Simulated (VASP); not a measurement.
# TiO (P-6m2) in VASP: a series of runs

Runs on TiO. Level: r2SCAN. Tasks: single point.

Everything below comes from runs of VASP 6.6.1. Logs are shortened: lines on timing, memory, paths and dates and some standing lists are left out, and cuts for length are marked.

**1. The cell of the first run**

The structure is hexagonal, space group P-6m2 (No. 187). The conventional cell has a = 2.883 Å, b = 2.883 Å, c = 2.666 Å, α = 90.00°, β = 90.00°, γ = 120.00°. Within 2.9 Å of Ti (site symmetry -6m2) lie 6 O at 2.13 Å and 8 Ti at 2.67 to 2.88 Å. Within 2.9 Å of O (site symmetry -6m2) lie 6 Ti at 2.13 Å and 8 O at 2.67 to 2.88 Å.

**2. Single point, r2SCAN**

POSCAR

```
TiO
1.0
    2.8825706365      0.0000000000      0.0000000000
   -1.4412853182      2.4963793995      0.0000000000
    0.0000000000      0.0000000000      2.6662107318
Ti O
1 1
Direct
    0.6666666667      0.3333333333      0.0000000000
    0.0000000000      0.0000000000      0.5000000000
```

INCAR.step1

```
SYSTEM = TiO
PREC = Accurate
ENCUT = 520
ISMEAR = 0
SIGMA = 0.15
LREAL = .FALSE.
LASPH = .TRUE.
NELM = 80
NBANDS = 16
GGA = PE
ALGO = Normal
EDIFF = 1E-4
LWAVE = .TRUE.
LCHARG = .FALSE.
```

INCAR.step2

```
SYSTEM = TiO
PREC = Accurate
ENCUT = 520
EDIFF = 1E-7
ISMEAR = 0
SIGMA = 0.15
LREAL = .FALSE.
LASPH = .TRUE.
NELM = 80
ALGO = Normal
ISIF = 2
LWAVE = .FALSE.
LCHARG = .FALSE.
METAGGA = R2SCAN
LMIXTAU = .TRUE.
NBANDS = 16
ISTART = 1
```

KPOINTS

```
Automatic mesh
0
G
  30 30 24
  0 0 0
```

Potentials or basis: VASP PAW PBE potentials, release 64 (Ti_sv, O).

Command:

```bash
> cat potpaw_PBE.64/Ti_sv/POTCAR potpaw_PBE.64/O/POTCAR > POTCAR
> cp INCAR.step1 INCAR
> mpirun -np 1 vasp_std > vasp.out
> cp INCAR.step2 INCAR
> mpirun -np 1 vasp_std > vasp.out
```

OUTCAR:

```text
SYSTEM = TiO
   PREC = Accurate
   ENCUT = 520
   EDIFF = 1E-7
   ISMEAR = 0
   LREAL = .FALSE.
   LASPH = .TRUE.
   NELM = 80
   ISIF = 2
   METAGGA = R2SCAN
   ISTART = 1

 ion  position               nearest neighbor table
   1  0.667  0.333  0.000-   2 2.13   2 2.13   2 2.13   2 2.13   2 2.13   2 2.13
   2  0.000  0.000  0.500-   1 2.13   1 2.13   1 2.13   1 2.13   1 2.13   1 2.13

  LATTYP: Found a hexagonal cell.
 ALAT       =     2.8825706365
 C/A-ratio  =     0.9249420285

  Lattice vectors:

 A1 = (   2.8825706365,   0.0000000000,   0.0000000000)
 A2 = (  -1.4412853182,   2.4963793995,   0.0000000000)
 A3 = (   0.0000000000,   0.0000000000,   2.6662107318)

Analysis of symmetry for initial positions (statically):
=====================================================================
 Subroutine PRICEL returns:
 Original cell was already a primitive cell.

 Routine SETGRP: Setting up the symmetry group for a
 hexagonal supercell.

 Subroutine GETGRP returns: Found 12 space group operations
 (whereof 12 operations were pure point group operations)
 out of a pool of 24 trial point group operations.

The static configuration has the point symmetry D_3h.

Analysis of symmetry for dynamics (positions and initial velocities):
=====================================================================
 Subroutine PRICEL returns:
 Original cell was already a primitive cell.

 Routine SETGRP: Setting up the symmetry group for a
 hexagonal supercell.

 Subroutine GETGRP returns: Found 12 space group operations
 (whereof 12 operations were pure point group operations)
 out of a pool of 24 trial point group operations.

The dynamic configuration has the point symmetry D_3h.

 Subroutine INISYM returns: Found 12 space group operations
 (whereof 12 operations are pure point group operations),
 and found     1 'primitive' translations

----------------------------------------------------------------------------------------

                                     Primitive cell

  volume of cell :      19.1860

  direct lattice vectors                    reciprocal lattice vectors
     2.882570637  0.000000000  0.000000000     0.346912574  0.200290068  0.000000000
    -1.441285318  2.496379399  0.000000000     0.000000000  0.400580136  0.000000000
     0.000000000  0.000000000  2.666210732     0.000000000  0.000000000  0.375064127

  length of vectors
     2.882570637  2.882570637  2.666210732     0.400580136  0.400580136  0.375064127

  position of ions in fractional coordinates (direct lattice)
     0.666666667  0.333333333  0.000000000
     0.000000000  0.000000000  0.500000000

  ion indices of the primitive-cell ions
   primitive index   ion index
                 1           1
                 2           2

----------------------------------------------------------------------------------------

 KPOINTS: Automatic mesh

Automatic generation of k-mesh.
 Grid dimensions read from file:
 generate k-points for:   30   30   24

 Generating k-lattice:

  Cartesian coordinates                     Fractional coordinates (reciprocal lattice)
     0.011563752  0.006676336  0.000000000     0.033333333  0.000000000  0.000000000
     0.000000000  0.013352671  0.000000000     0.000000000  0.033333333  0.000000000
     0.000000000  0.000000000  0.015627672     0.000000000  0.000000000  0.041666667

  Length of vectors
     0.013352671  0.013352671  0.015627672

  Shift w.r.t. Gamma in fractional coordinates (k-lattice)
     0.000000000  0.000000000  0.000000000

 Subroutine IBZKPT returns following result:
 ===========================================

 Found   1183 irreducible k-points:

 Following reciprocal coordinates:
            Coordinates               Weight
  0.000000  0.000000  0.000000      1.000000
  0.033333  0.000000  0.000000      6.000000
  0.066667  0.000000  0.000000      6.000000
  0.100000  0.000000  0.000000      6.000000
  0.133333  0.000000  0.000000      6.000000
  0.166667  0.000000  0.000000      6.000000
[... 16 lines left out ...]
  0.233333  0.033333  0.000000     12.000000
  0.266667  0.033333  0.000000     12.000000
 [... further k-points ...]
   k-points           NKPTS =   1183   k-points in BZ     NKDIM =   1183   number of bands    NBANDS=     16
   number of dos      NEDOS =    301   number of ions     NIONS =      2
   total plane-waves  NPLWV =  11520
   dimension x,y,z NGX =    24 NGY =   24 NGZ =   20
   dimension x,y,z NGXF=    48 NGYF=   48 NGZF=   40
   ions per type =               1   1
   NGX,Y,Z   is equivalent  to a cutoff of  13.84, 13.84, 12.47 a.u.
   NGXF,Y,Z  is equivalent  to a cutoff of  27.68, 27.68, 24.94 a.u.
 SYSTEM =  TiO
   PREC   = accura    normal or accurate (medium, high low for compatibility)
   ISTART =      1    job   : 0-new  1-cont  2-samecut
   ICHARG =      0    charge: 1-file 2-atom 10-const
   ISPIN  =      1    spin polarized calculation?
   LNONCOLLINEAR =      F non collinear calculations
   LSORBIT =      F    spin-orbit coupling
   LASPH  =      T    aspherical Exc in radial PAW
   ENCUT  =  520.0 eV  38.22 Ry    6.18 a.u.   5.36  5.36  4.96*2*pi/ulx,y,z
   NELM   =     80;   NELMIN=  2; NELMDL=  0     # of ELM steps
   EDIFF  = 0.1E-06   stopping-criterion for ELM
   LREAL  =      F    real-space projection
   EDIFFG = 0.1E-05   stopping-criterion for IOM
   NSW    =      0    number of steps for IOM
   IBRION =     -1    ionic relax: 0-MD 1-quasi-New 2-CG
   NFREE  =      0    steps in history (QN), initial steepest desc. (CG)
   ISIF   =      2    stress and relaxation
   ISYM   =      2    0-nonsym 1-usesym 2-fastsym
   POTIM  = 0.5000    time-step for ionic-motion
   TEBEG  =    0.0;   TEEND  =   0.0 temperature during run
   PSTRESS=    0.0 pullay stress
   NELECT =      18.0000    total number of electrons
   NUPDOWN=      -1.0000    fix difference up-down
   EMIN   =  10.00;   EMAX   =-10.00  energy-range for DOS
   EFERMI =   0.00;   METHOD = LEGACY
   ISMEAR =     0;   SIGMA  =   0.15  broadening in eV -4-tet -1-fermi 0-gaus
   EFERMI_NEDOS =   21; number of points for ismear=-14 and -15
   IALGO  =     38    algorithm
   IMIX   =      4    mixing-type and parameters
     AMIX     =   0.40;   BMIX     =  1.00
     AMIX_MAG =   1.60;   BMIX_MAG =  1.00
  volume/ion in A,a.u.               =       9.59        64.74
  Fermi-wavevector in a.u.,A,eV,Ry     =   1.602645  3.028560 34.946168  2.568471
  Thomas-Fermi vector in A             =   2.699433
   LORBIT       =      0    0 simple, 1 ext, 2 COOP (PROOUT), +10 PAW based schemes
   METAGGA = R2SCAN    functional components
   LHFCALC =     F    Hartree Fock is set to
   AEXX    =    0.0000 exact exchange contribution
   IVDW    =     0    specifies the selected vdW correction
   LEPSILON=     F    determine dielectric tensor
   LRPA    =     F    only Hartree local field effects (RPA)
 non-spin polarized calculation
 Gauss-broadening in eV      SIGMA  =   0.15
  energy-cutoff  :      520.00
  volume of cell :       19.19
 maximum number of plane-waves:       538
 NGX is ok and might be reduce to    24

 number of electron      17.9999992 magnetization

 Free energy of the ion-electron system (eV)
  ---------------------------------------------------
  ext. energy  EPLUGINS =         0.00000000
  ---------------------------------------------------
  free energy    TOTEN  =       -24.25032973 eV

  energy without entropy =      -24.24937909  energy(sigma->0) =      -24.24985441

 E-fermi :  11.6941     XC(G=0): -13.7103

 val. band max:       11.6911982634   @ k =   0.0333   0.0000   0.3333
 cond. band min:      11.7467264007   @ k =   0.3333   0.3000   0.0000
 fundamental gap:      0.0555281373
 Fermi energy:        11.6941376851

 k-point     1 :       0.0000    0.0000    0.0000
  band No.  band energies     occupation
      1     -48.5019      2.00000
      2     -23.4641      2.00000
      3     -23.3695      2.00000
      4     -23.3695      2.00000
      5     -11.7917      2.00000
      6       4.9815      2.00000
[... 8 lines left out ...]
     15      27.0494      0.00000
     16      28.7581      0.00000

 k-point     2 :       0.0333    0.0000    0.0000
  band No.  band energies     occupation
      1     -48.5007      2.00000
      2     -23.4631      2.00000
      3     -23.3787      2.00000
      4     -23.3712      2.00000
      5     -11.7787      2.00000
      6       4.9334      2.00000
[... 8 lines left out ...]
     15      26.9785      0.00000
     16      28.7903      0.00000

 k-point     3 :       0.0667    0.0000    0.0000
  band No.  band energies     occupation
      1     -48.4973      2.00000
      2     -23.4602      2.00000
      3     -23.4055      2.00000
      4     -23.3763      2.00000
      5     -11.7406      2.00000
      6       4.7957      2.00000
[... 8 lines left out ...]
     15      26.7969      0.00000
     16      28.8852      0.00000

 k-point     4 :       0.1000    0.0000    0.0000
  band No.  band energies     occupation
      1     -48.4916      2.00000
      2     -23.4555      2.00000
      3     -23.4487      2.00000
      4     -23.3845      2.00000
      5     -11.6789      2.00000
      6       4.5855      2.00000
[... 8 lines left out ...]
     15      26.5611      0.00000
     16      29.0020      0.00000

 k-point     5 :       0.1333    0.0000    0.0000
  band No.  band energies     occupation
      1     -48.4841      2.00000
      2     -23.5060      2.00000
      3     -23.4491      2.00000
      4     -23.3954      2.00000
      5     -11.5966      2.00000
      6       4.3246      2.00000
[... 8 lines left out ...]
     15      26.3108      0.00000
     16      29.0168      0.00000

 k-point     6 :       0.1667    0.0000    0.0000
  band No.  band energies     occupation
      1     -48.4750      2.00000
      2     -23.5746      2.00000
      3     -23.4415      2.00000
      4     -23.4085      2.00000
      5     -11.4977      2.00000
      6       4.0347      2.00000
[... 8 lines left out ...]
     15      26.0666      0.00000
     16      28.9571      0.00000

 k-point     7 :       0.2000    0.0000    0.0000
  band No.  band energies     occupation
      1     -48.4648      2.00000
      2     -23.6509      2.00000
      3     -23.4329      2.00000
      4     -23.4233      2.00000
      5     -11.3862      2.00000
      6       3.7343      2.00000
[... 8 lines left out ...]
     15      25.8348      0.00000
     16      28.8096      0.00000

 k-point     8 :       0.2333    0.0000    0.0000
  band No.  band energies     occupation
      1     -48.4537      2.00000
      2     -23.7315      2.00000
      3     -23.4391      2.00000
      4     -23.4236      2.00000
      5     -11.2672      2.00000
      6       3.4384      2.00000
[... 8 lines left out ...]
     15      25.6108      0.00000
     16      28.5907      0.00000

 k-point     9 :       0.2667    0.0000    0.0000
  band No.  band energies     occupation
      1     -48.4424      2.00000
      2     -23.8128      2.00000
      3     -23.4553      2.00000
      4     -23.4141      2.00000
      5     -11.1460      2.00000
      6       3.1586      2.00000
[... 8 lines left out ...]
     15      25.3794      0.00000
     16      28.3328      0.00000
[... 172 lines left out ...]
 k-point    19 :       0.1000    0.0333    0.0000
  band No.  band energies     occupation
      1     -48.4873      2.00000
      2     -23.4813      2.00000
      3     -23.4518      2.00000
      4     -23.3914      2.00000
      5     -11.6313      2.00000
      6       4.4347      2.00000
[... 8 lines left out ...]
     15      26.4113      0.00000
     16      28.9924      0.00000

 k-point    20 :       0.1333    0.0333    0.0000
  band No.  band energies     occupation
      1     -48.4790      2.00000
      2     -23.5438      2.00000
      3     -23.4448      2.00000
      4     -23.4038      2.00000
      5     -11.5407      2.00000
      6       4.1621      2.00000
[... 8 lines left out ...]
     15      26.1704      0.00000
     16      28.9752      0.00000

 k-point    21 :       0.1667    0.0333    0.0000
  band No.  band energies     occupation
      1     -48.4693      2.00000
      2     -23.6158      2.00000
      3     -23.4367      2.00000
      4     -23.4183      2.00000
      5     -11.4355      2.00000
      6       3.8701      2.00000
[... 8 lines left out ...]
     15      25.9388      0.00000
     16      28.8696      0.00000

 k-point    22 :       0.2000    0.0333    0.0000
  band No.  band energies     occupation
      1     -48.4586      2.00000
      2     -23.6937      2.00000
      3     -23.4341      2.00000
      4     -23.4277      2.00000
      5     -11.3202      2.00000
      6       3.5755      2.00000
[... 8 lines left out ...]
     15      25.7176      0.00000
     16      28.6835      0.00000

 k-point    23 :       0.2333    0.0333    0.0000
  band No.  band energies     occupation
      1     -48.4475      2.00000
      2     -23.7741      2.00000
      3     -23.4506      2.00000
      4     -23.4183      2.00000
      5     -11.2001      2.00000
      6       3.2912      2.00000
[... 8 lines left out ...]
     15      25.4968      0.00000
     16      28.4414      0.00000

 k-point    24 :       0.2667    0.0333    0.0000
  band No.  band energies     occupation
      1     -48.4363      2.00000
      2     -23.8535      2.00000
      3     -23.4670      2.00000
      4     -23.4089      2.00000
      5     -11.0804      2.00000
      6       3.0270      2.00000
[... 8 lines left out ...]
     15      25.2577      0.00000
     16      28.1814      0.00000

 [... further k-points ...]

------------------------ aborting loop because EDIFF is reached ----------------------------------------

  FORCE on cell =-STRESS in cart. coord.  units (eV):
  Direction    XX          YY          ZZ          XY          YZ          ZX
  --------------------------------------------------------------------------------------
  -------------------------------------------------------------------------------------
  Total       -0.9594759     -0.9594759      3.5213424     -0.0000000     -0.0000000      0.0000000
  in kB      -80.1234478    -80.1234478    294.0585506     -0.0000000     -0.0000000      0.0000000
  external PRESSURE =      44.6038850 kB  Pullay stress =       0.0000000 kB

 VOLUME and BASIS-vectors are now :
 -----------------------------------------------------------------------------
  energy-cutoff  :      520.00
  volume of cell :       19.19
      direct lattice vectors                 reciprocal lattice vectors
     2.882570637  0.000000000  0.000000000     0.346912574  0.200290068  0.000000000
    -1.441285318  2.496379399  0.000000000     0.000000000  0.400580136  0.000000000
     0.000000000  0.000000000  2.666210732     0.000000000  0.000000000  0.375064127

 POSITION                                       TOTAL-FORCE (eV/Angst)
 -----------------------------------------------------------------------------------
      1.44129      0.83213      0.00000         0.000000     -0.000000      0.000000
      0.00000      0.00000      1.33311        -0.000000      0.000000      0.000000
 -----------------------------------------------------------------------------------
    total drift:                               -0.000000      0.000000      0.000000

  FREE ENERGIE OF THE ION-ELECTRON SYSTEM (eV)
  ---------------------------------------------------
  free  energy   TOTEN  =       -24.2503297252 eV

  energy  without entropy=      -24.2493790949  energy(sigma->0) =      -24.24985441
```

Run time: 14 min. Hardware: 1 thread of Intel Xeon Platinum 8259CL at 2.50GHz (Skylake/Cascade Lake), shared host; peak memory 0.45 GiB.

What came out:

| Property | Result |
| --- | --- |
| Free energy | -24.2503 eV |
| Pressure | 4.5 GPa |
| Band gap on the k mesh | zero (bands 9 and 10 overlap by 0.23 eV) |

Caveat: the stress differs along the axes, from -8 to 29 GPa; the PAW data sets were made with another functional, which shifts forces and pressure a little; semilocal functionals often make such compounds metallic where correlation or magnetic order opens a gap, which also shifts bond lengths.

**3. Single point, r2SCAN**

This run uses another cell than the first one, of the same volume but with other edges.

POSCAR

```
TiO
1.0
    2.7158868508      0.0000000000      0.0000000000
   -1.3579434254      2.3520270066      0.0000000000
    0.0000000000      0.0000000000      3.0035235676
Ti O
1 1
Direct
    0.6666666667      0.3333333333      0.0000000000
    0.0000000000      0.0000000000      0.5000000000
```

INCAR.step1

```
ALGO = Normal
EDIFF = 1E-4
ENCUT = 520
GGA = PE
ISMEAR = 0
LASPH = T
LCHARG = F
LREAL = F
LWAVE = T
NBANDS = 16
NELM = 100
PREC = Accurate
SIGMA = 0.15
```

INCAR.step2

```
ALGO = Normal
EDIFF = 1E-6
ENCUT = 520
ISIF = 2
ISMEAR = 0
ISTART = 1
LASPH = T
LCHARG = F
LMIXTAU = T
LREAL = F
LWAVE = F
METAGGA = R2SCAN
NBANDS = 16
NELM = 100
PREC = Accurate
SIGMA = 0.15
```

KPOINTS

```
k-points
0
Gamma
  30 30 24
```

Potentials or basis: VASP PAW PBE potentials, release 64 (Ti_sv, O).

Command:

```bash
> cat potpaw_PBE.64/Ti_sv/POTCAR potpaw_PBE.64/O/POTCAR > POTCAR
> cp INCAR.step1 INCAR
> mpirun -np 1 vasp_std > vasp.out
> cp INCAR.step2 INCAR
> mpirun -np 1 vasp_std > vasp.out
```

Run time: 16 min. Hardware: 1 thread of Intel Xeon Platinum 8259CL at 2.50GHz (Skylake/Cascade Lake), shared host; peak memory 0.44 GiB.

Results (log left out):

```
Free energy            : -24.2178 eV
Pressure               : 0.5 GPa
Band gap on the k mesh : 0.21 eV (least direct gap 0.30 eV)
```

Stress tensor (GPa, compression positive):
```
 14.85   0.00   0.00
  0.00  14.85   0.00
  0.00   0.00 -28.18
```

Levels at points of the mesh, in eV from the valence-band top:
| k point | band 5 | band 6 | band 7 | band 8 | band 9 | band 10 | band 11 | band 12 | band 13 | band 14 |
| --- | --- | --- | --- | --- | --- | --- | --- | --- | --- | --- |
| (0.00, 0.00, 0.00) | -22.76 | -5.83 | -4.89 | -4.89 | -3.14 | 1.60 | 1.60 | 2.62 | 2.62 | 3.00 |
| (0.50, 0.00, 0.00) | -21.29 | -8.90 | -6.94 | -4.87 | -2.49 | 2.00 | 2.78 | 3.03 | 3.61 | 6.92 |
| (0.00, 0.00, 0.50) | -21.69 | -9.23 | -4.57 | -4.57 | -0.09 | 0.21 | 0.21 | 2.75 | 2.75 | 8.40 |
| (0.50, 0.00, 0.50) | -21.51 | -7.97 | -7.74 | -5.99 | -1.12 | 2.13 | 2.95 | 3.58 | 4.04 | 8.83 |

Caveat: the stress differs along the axes, from -28 to 15 GPa; the PAW data sets were made with another functional, which shifts forces and pressure a little.

The gap in the log of VASP goes by the Fermi energy; the results here count the filled bands.